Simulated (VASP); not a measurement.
# CdI2 (P-3m1) in VASP: notebook

CdI2 is run at these levels: PBE, r2SCAN; tasks: single point.

Program: VASP 6.6.1. These are calculated values, not measurements. Logs are shortened: lines on timing, memory, paths and dates and some standing lists are left out, and cuts for length are marked.

### Step 1. The cell of the first run

The structure is trigonal, space group P-3m1 (No. 164). The conventional cell has a = 4.247 Å, b = 4.247 Å, c = 6.895 Å, α = 90.00°, β = 90.00°, γ = 120.00°. Cd (site symmetry -3m) has 6 I at 2.99 Å within 3.9 Å. Within 3.9 Å of I (site symmetry 3m) lie 3 Cd at 2.99 Å.

### Step 2. Single point, PBE

File INCAR:

```
SYSTEM = CdI2
PREC     = Accurate       ! precision mode
ENCUT    = 500            ! plane-wave cutoff, eV
EDIFF    = 1E-6           ! SCF threshold, eV
ISMEAR   = 0              ! smearing method
SIGMA    = 0.01           ! smearing width, eV
LREAL    = .FALSE.        ! projectors in reciprocal space
LASPH    = .TRUE.         ! aspherical terms in the spheres
NELM     = 120            ! most SCF steps
ALGO     = Normal         ! electronic algorithm
ISIF     = 2              ! what is computed and relaxed
LWAVE    = .FALSE.        ! write WAVECAR
LCHARG   = .TRUE.         ! write CHGCAR
GGA      = PE             ! functional
LELF     = .TRUE.         ! ELF
LVHAR    = .TRUE.       
NBANDS   = 20             ! bands
GGA_COMPAT= .FALSE.
```

File KPOINTS:

```
regular mesh
0
G
  6 6 4
  0 0 0
```

File POSCAR:

```
CdI2
1.0
    4.2470087461      0.0000000000      0.0000000000
   -2.1235043730      3.6780174642      0.0000000000
    0.0000000000      0.0000000000      6.8950251570
Cd I
1 2
Direct
    0.0000000000      0.0000000000      0.0000000000
    0.3333333333      0.6666666667      0.2493934726
    0.6666666667      0.3333333333      0.7506065274
```

Potentials or basis: VASP PAW PBE potentials, release 64 (Cd, I).

Command:

```console
$ cat potpaw_PBE.64/Cd/POTCAR potpaw_PBE.64/I/POTCAR > POTCAR
$ mpirun -np 1 vasp_std > vasp.out
```

OUTCAR:

```text
SYSTEM = CdI2
   PREC = Accurate
   ENCUT = 500
   EDIFF = 1E-6
   ISMEAR = 0
   LREAL = .FALSE.
   LASPH = .TRUE.
   NELM = 120
   ISIF = 2
   GGA = PE

 ion  position               nearest neighbor table
   1  0.000  0.000  0.000-   2 2.99   3 2.99   2 2.99   3 2.99   3 2.99   2 2.99
   2  0.333  0.667  0.249-   1 2.99   1 2.99   1 2.99
   3  0.667  0.333  0.751-   1 2.99   1 2.99   1 2.99

  LATTYP: Found a hexagonal cell.
 ALAT       =     4.2470087461
 C/A-ratio  =     1.6235015205

  Lattice vectors:

 A1 = (   4.2470087461,   0.0000000000,   0.0000000000)
 A2 = (  -2.1235043730,   3.6780174642,   0.0000000000)
 A3 = (   0.0000000000,   0.0000000000,   6.8950251570)

Analysis of symmetry for initial positions (statically):
=====================================================================
 Subroutine PRICEL returns:
 Original cell was already a primitive cell.

 Routine SETGRP: Setting up the symmetry group for a
 hexagonal supercell.

 Subroutine GETGRP returns: Found 12 space group operations
 (whereof 12 operations were pure point group operations)
 out of a pool of 24 trial point group operations.

The static configuration has the point symmetry D_3d.

Analysis of symmetry for dynamics (positions and initial velocities):
=====================================================================
 Subroutine PRICEL returns:
 Original cell was already a primitive cell.

 Routine SETGRP: Setting up the symmetry group for a
 hexagonal supercell.

 Subroutine GETGRP returns: Found 12 space group operations
 (whereof 12 operations were pure point group operations)
 out of a pool of 24 trial point group operations.

The dynamic configuration has the point symmetry D_3d.

 Subroutine INISYM returns: Found 12 space group operations
 (whereof 12 operations are pure point group operations),
 and found     1 'primitive' translations

----------------------------------------------------------------------------------------

                                     Primitive cell

  volume of cell :     107.7042

  direct lattice vectors                    reciprocal lattice vectors
     4.247008746  0.000000000  0.000000000     0.235459840  0.135942802  0.000000000
    -2.123504373  3.678017464  0.000000000     0.000000000  0.271885604  0.000000000
     0.000000000  0.000000000  6.895025157     0.000000000  0.000000000  0.145032103

  length of vectors
     4.247008746  4.247008746  6.895025157     0.271885604  0.271885604  0.145032103

[... 80 lines left out ...]
   NELM   =    120;   NELMIN=  2; NELMDL= -5     # of ELM steps
   EDIFF  = 0.1E-05   stopping-criterion for ELM
   LREAL  =      F    real-space projection
   EDIFFG = 0.1E-04   stopping-criterion for IOM
   NSW    =      0    number of steps for IOM
   IBRION =     -1    ionic relax: 0-MD 1-quasi-New 2-CG
   NFREE  =      0    steps in history (QN), initial steepest desc. (CG)
   ISIF   =      2    stress and relaxation
   ISYM   =      2    0-nonsym 1-usesym 2-fastsym
   POTIM  = 0.5000    time-step for ionic-motion
   TEBEG  =    0.0;   TEEND  =   0.0 temperature during run
   PSTRESS=    0.0 pullay stress
   NELECT =      26.0000    total number of electrons
   NUPDOWN=      -1.0000    fix difference up-down
   EMIN   =  10.00;   EMAX   =-10.00  energy-range for DOS
   EFERMI =   0.00;   METHOD = LEGACY
   ISMEAR =     0;   SIGMA  =   0.01  broadening in eV -4-tet -1-fermi 0-gaus
   EFERMI_NEDOS =   21; number of points for ismear=-14 and -15
   IALGO  =     38    algorithm
   IMIX   =      4    mixing-type and parameters
     AMIX     =   0.40;   BMIX     =  1.00
     AMIX_MAG =   1.60;   BMIX_MAG =  1.00
  volume/ion in A,a.u.               =      35.90       242.27
  Fermi-wavevector in a.u.,A,eV,Ry     =   1.019346  1.926285 14.137359  1.039067
  Thomas-Fermi vector in A             =   2.152855
   LORBIT       =      0    0 simple, 1 ext, 2 COOP (PROOUT), +10 PAW based schemes
   GGA     = PE    functional components
   LHFCALC =     F    Hartree Fock is set to
   AEXX    =    0.0000 exact exchange contribution
   IVDW    =     0    specifies the selected vdW correction
   LEPSILON=     F    determine dielectric tensor
   LRPA    =     F    only Hartree local field effects (RPA)
 non-spin polarized calculation
 Gauss-broadening in eV      SIGMA  =   0.01
  energy-cutoff  :      500.00
  volume of cell :      107.70
 maximum number of plane-waves:      2786
 NGX is ok and might be reduce to    32
   NGX = 15   NGY = 15   NGZ = 25

 number of electron      25.9999997 magnetization

 Free energy of the ion-electron system (eV)
  ---------------------------------------------------
  ext. energy  EPLUGINS =         0.00000000
  ---------------------------------------------------
  free energy    TOTEN  =        -5.49324000 eV

  energy without entropy =       -5.49324000  energy(sigma->0) =       -5.49324000

 E-fermi :   2.0006     XC(G=0):  -8.5412

 val. band max:        1.9559312668   @ k =   0.0000   0.0000   0.5000
 cond. band min:       4.3250854672   @ k =   0.5000   0.0000   0.5000
 fundamental gap:      2.3691542004
 Fermi energy:         2.0006100122

 k-point     1 :       0.0000    0.0000    0.0000
  band No.  band energies     occupation
      1     -10.1348      2.00000
      2      -9.4430      2.00000
      3      -5.6208      2.00000
      4      -5.6208      2.00000
      5      -5.5062      2.00000
      6      -5.4251      2.00000
[... 541 lines left out ...]
     19      10.9717      0.00000
     20      10.9717      0.00000

------------------------ aborting loop because EDIFF is reached ----------------------------------------

  FORCE on cell =-STRESS in cart. coord.  units (eV):
  Direction    XX          YY          ZZ          XY          YZ          ZX
  --------------------------------------------------------------------------------------
  -------------------------------------------------------------------------------------
  Total        1.1714625      1.1714625      1.0979751      0.0000000     -0.0000000     -0.0000000
  in kB       17.4263392     17.4263392     16.3331620      0.0000000     -0.0000000     -0.0000000
  external PRESSURE =      17.0619468 kB  Pullay stress =       0.0000000 kB

 VOLUME and BASIS-vectors are now :
 -----------------------------------------------------------------------------
  energy-cutoff  :      500.00
  volume of cell :      107.70
      direct lattice vectors                 reciprocal lattice vectors
     4.247008746  0.000000000  0.000000000     0.235459840  0.135942802  0.000000000
    -2.123504373  3.678017464  0.000000000     0.000000000  0.271885604  0.000000000
     0.000000000  0.000000000  6.895025157     0.000000000  0.000000000  0.145032103

 POSITION                                       TOTAL-FORCE (eV/Angst)
 -----------------------------------------------------------------------------------
      0.00000      0.00000      0.00000         0.000000      0.000000      0.000000
     -0.00000      2.45201      1.71957        -0.000000      0.000000      0.089858
      2.12350      1.22601      5.17545         0.000000     -0.000000     -0.089858
 -----------------------------------------------------------------------------------
    total drift:                                0.000000     -0.000000      0.000000

  FREE ENERGIE OF THE ION-ELECTRON SYSTEM (eV)
  ---------------------------------------------------
  free  energy   TOTEN  =        -5.4932399988 eV

  energy  without entropy=       -5.4932399988  energy(sigma->0) =       -5.49324000
```

stdout:

```text
POSCAR found type information on POSCAR CdI
 POSCAR found :  2 types and       3 ions
 scaLAPACK will be used
 LDA part: xc-table for (Slater+PW92), standard interpolation
 POSCAR, INCAR and KPOINTS ok, starting setup
 FFT: planning ... GRIDC
 FFT: planning ... GRID_SOFT
 FFT: planning ... GRID
 WAVECAR not read
 entering main loop
```

It took 69 s on 1 thread of Intel Xeon 8259CL, shared host; peak memory 0.23 GiB.

What came out:

- Free energy: -5.4932 eV
- Pressure: 1.7 GPa
- Largest force: 0.090 eV/Å
- Band gap on the k mesh: 2.37 eV (least direct gap 2.61 eV)

Forces in eV/Å, atoms in the order of the input:
```
Cd   0.000  0.000  0.000
I    0.000  0.000  0.090
I    0.000  0.000 -0.090
```

Levels at points of the mesh, in eV from the valence-band top:
| k point | band 9 | band 10 | band 11 | band 12 | band 13 | band 14 | band 15 | band 16 | band 17 | band 18 |
| --- | --- | --- | --- | --- | --- | --- | --- | --- | --- | --- |
| (0.00, 0.00, 0.00) | -0.29 | -0.29 | -0.14 | -0.14 | -0.14 | 2.47 | 4.48 | 6.35 | 6.35 | 8.36 |
| (0.50, 0.00, 0.00) | -2.74 | -1.97 | -1.49 | -0.69 | -0.13 | 2.66 | 5.01 | 5.95 | 6.51 | 7.54 |
| (0.00, 0.00, 0.50) | -1.58 | -0.41 | -0.41 | 0.00 | 0.00 | 3.59 | 4.52 | 6.15 | 6.15 | 7.79 |
| (0.50, 0.00, 0.50) | -3.16 | -1.29 | -1.21 | -0.49 | -0.44 | 2.37 | 4.94 | 5.82 | 6.61 | 7.27 |

Caveat: spin-orbit coupling is left out, which moves the levels of the heavy elements; this functional lacks dispersion, which binds the layers, so the pressure and a relaxed spacing across them are unreliable.

### Step 3. Single point, PBE

File INCAR:

```
PREC = Accurate
ENCUT = 500
EDIFF = 1E-6
ISMEAR = 0
SIGMA = 0.01
LREAL = F
LASPH = T
NELM = 120
ALGO = Normal
ISIF = 2
LWAVE = F
LCHARG = T
GGA = PE
LELF = T
LVHAR = T
NBANDS = 20
GGA_COMPAT = F
```

File KPOINTS:

```
Automatic mesh
0
Gamma
  6 6 4
```

POSCAR is that of step 2.

Potentials or basis: VASP PAW PBE potentials, release 64 (Cd, I).

Command:

```console
$ cat potpaw_PBE.64/Cd/POTCAR potpaw_PBE.64/I/POTCAR > POTCAR
$ mpirun -np 1 vasp_std > vasp.out
```

Wall time 71 s (1 thread of Intel Xeon 8259CL, shared host); peak memory 0.23 GiB.

The run converged. Its results:

* Free energy: -5.4932 eV
* Pressure: 1.7 GPa
* Largest force: 0.090 eV/Å
* Band gap on the k mesh: 2.37 eV (least direct gap 2.61 eV)

Forces in eV/Å, atoms in the order of the input:
```
Cd   0.000  0.000  0.000
I    0.000  0.000  0.090
I    0.000  0.000 -0.090
```

Stress tensor (GPa, compression positive):
```
1.74 0.00 0.00
0.00 1.74 0.00
0.00 0.00 1.63
```

Levels at points of the mesh, in eV from the valence-band top:
| k point | band 10 | band 11 | band 12 | band 13 | band 14 | band 15 | band 16 | band 17 |
| --- | --- | --- | --- | --- | --- | --- | --- | --- |
| (0.00, 0.00, 0.00) | -0.29 | -0.14 | -0.14 | -0.14 | 2.47 | 4.48 | 6.35 | 6.35 |
| (0.50, 0.00, 0.00) | -1.97 | -1.49 | -0.69 | -0.13 | 2.66 | 5.01 | 5.95 | 6.51 |
| (0.00, 0.00, 0.50) | -0.41 | -0.41 | 0.00 | 0.00 | 3.59 | 4.52 | 6.15 | 6.15 |
| (0.50, 0.00, 0.50) | -1.29 | -1.21 | -0.49 | -0.44 | 2.37 | 4.94 | 5.82 | 6.61 |

Caveat: spin-orbit coupling is left out, which moves the levels of the heavy elements; this functional lacks dispersion, which binds the layers, so the pressure and a relaxed spacing across them are unreliable.

### Step 4. Single point, r2SCAN

POSCAR is that of step 3.

File INCAR.step1:

```
SYSTEM = CdI2
PREC = Accurate
ENCUT = 550
ISMEAR = 0
SIGMA = 0.01
LREAL = .False.
LASPH = .True.
NELM = 120
NBANDS = 20
GGA = PE
ALGO = Normal
EDIFF = 1E-5
LWAVE = .True.
LCHARG = .False.
GGA_COMPAT = .False.
```

File INCAR.step2:

```
SYSTEM = CdI2
PREC = Accurate
ENCUT = 550
EDIFF = 1E-6
ISMEAR = 0
SIGMA = 0.01
LREAL = .False.
LASPH = .True.
NELM = 120
ALGO = Normal
ISIF = 2
LWAVE = .False.
LCHARG = .False.
METAGGA = R2SCAN
LMIXTAU = .True.
NBANDS = 20
ISTART = 1
GGA_COMPAT = .False.
```

File KPOINTS:

```
Automatic mesh
0
Gamma
  6 6 4
  0 0 0
```

Command:

```console
$ cat potpaw_PBE.64/Cd/POTCAR potpaw_PBE.64/I/POTCAR > POTCAR
$ cp INCAR.step1 INCAR
$ mpirun -np 1 vasp_std > vasp.out
$ cp INCAR.step2 INCAR
$ mpirun -np 1 vasp_std > vasp.out
```

Run time: 4.5 min. Hardware: 1 thread of Intel Xeon 8259CL, shared host; peak memory 0.27 GiB.

Results (log left out):

| Property | Result |
| --- | --- |
| Free energy | -71.3548 eV |
| Pressure | 1.0 GPa |
| Largest force | 0.019 eV/Å |
| Band gap on the k mesh | 2.81 eV (least direct gap 3.14 eV) |

Forces in eV/Å, atoms in the order of the input:
```
Cd   0.000  0.000  0.000
I    0.000  0.000  0.019
I    0.000  0.000 -0.019
```

Levels at points of the mesh, in eV from the valence-band top:
| k point | band 11 | band 12 | band 13 | band 14 | band 15 | band 16 |
| --- | --- | --- | --- | --- | --- | --- |
| (0.00, 0.00, 0.00) | -0.15 | -0.15 | -0.14 | 3.07 | 5.06 | 6.91 |
| (0.50, 0.00, 0.00) | -1.52 | -0.69 | -0.13 | 3.07 | 5.60 | 6.38 |
| (0.00, 0.00, 0.50) | -0.41 | 0.00 | 0.00 | 4.13 | 5.14 | 6.70 |
| (0.50, 0.00, 0.50) | -1.21 | -0.49 | -0.44 | 2.81 | 5.45 | 6.37 |

Caveat: the PAW data sets were made with another functional, which shifts forces and pressure a little; spin-orbit coupling is left out, which moves the levels of the heavy elements. A k mesh can miss the band edges.
